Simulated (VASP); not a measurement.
Here is a VASP 6.6.1 calculation.

File INCAR:

```
PREC = Accurate
ENCUT = 520
EDIFF = 1E-6
ISMEAR = -1
SIGMA = 0.05
LREAL = F
LASPH = T
NELM = 100
ALGO = Normal
ISIF = 2
LWAVE = F
LCHARG = F
GGA = RP
IVDW = 12
NBANDS = 8
```

KPOINTS

```
regular mesh
0
Gamma
  12 12 12
```

The input POSCAR:

```
Sb
1.0
   -1.5225660053      1.5225660053      2.1529609847
    1.5225660053     -1.5225660053      2.1529609847
    1.5225660053      1.5225660053     -2.1529609847
Sb
1
Direct
    0.0000000000      0.0000000000      0.0000000000
```

Potentials or basis: VASP PAW PBE potentials, release 64 (Sb).

Run with:

```console
$ cat potpaw_PBE.64/Sb/POTCAR > POTCAR
$ mpirun -np 1 vasp_std > vasp.out
```

(1) What does it give for the dispersion energy per atom?

(2) Predict the pressure.

Answers

(1) -3.845 eV.

(2) 0.0 GPa.

Caveat: the PAW data sets were made with another functional, which shifts forces and pressure a little; pairwise dispersion overbinds metals, which lowers pressure and volume.
